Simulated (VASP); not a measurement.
Input of a VASP 6.6.1 run:

The input INCAR:

```
SYSTEM = Ba2B5
ALGO     = Normal         ! electronic algorithm
EDIFF    = 1E-6           ! SCF threshold, eV
ENCUT    = 1230           ! plane-wave cutoff, eV
GGA      = PE             ! functional
GGA_COMPAT= .FALSE.      
ISIF     = 2              ! what is computed and relaxed
ISMEAR   = 0              ! smearing method
LASPH    = .TRUE.         ! aspherical terms in the spheres
LCHARG   = .TRUE.         ! write CHGCAR
LELF     = .TRUE.         ! ELF
LREAL    = .FALSE.        ! projectors in reciprocal space
LVHAR    = .TRUE.       
LWAVE    = .FALSE.        ! write WAVECAR
NBANDS   = 26             ! bands
NELM     = 120            ! most SCF steps
PREC     = Accurate       ! precision mode
SIGMA    = 0.1            ! smearing width, eV
```

File KPOINTS:

```
k-points
0
G
  6 6 2
  0 0 0
```

The input POSCAR:

```
Ba2B5
1.0
    4.0834656100      0.0000000000      0.0000000000
   -2.0417328000      3.5363849500      0.0000000000
    0.0000000000      0.0000000000      7.9137756200
Ba B
2 5
Direct
    0.0000000000      0.0000000000      0.7234969600
    0.0000000000      0.0000000000      0.2765030400
    0.5000000000      0.0000000000      0.5000000000
    0.0000000000      0.5000000000      0.5000000000
    0.5000000000      0.5000000000      0.5000000000
    0.0000000000      0.0000000000      0.0000000000
    0.0000000000      0.0000000000      0.5000000000
```

Potentials or basis: VASP PAW PBE potentials, release 64 (Ba_sv, B_h).

Launch:

```bash
$ cat potpaw_PBE.64/Ba_sv/POTCAR potpaw_PBE.64/B_h/POTCAR > POTCAR
$ mpirun -np 1 vasp_std > vasp.out
```

(1) What does it give for the band gap on the k mesh?

(2) Predict the pressure.

(3) Predict the largest force.

## Answers

(1) zero (an odd number of electrons rules out a gap without spin polarisation).

(2) 37.6 GPa.

(3) 16.531 eV/Å.

Caveat: the k points lie up to 0.40 Å⁻¹ apart, too coarse for converged energies and pressures of a metal; spin-orbit coupling is left out, which moves the levels of the heavy elements; an odd number of electrons without spin polarisation forces a metal; a magnetic or distorted state may lie lower.
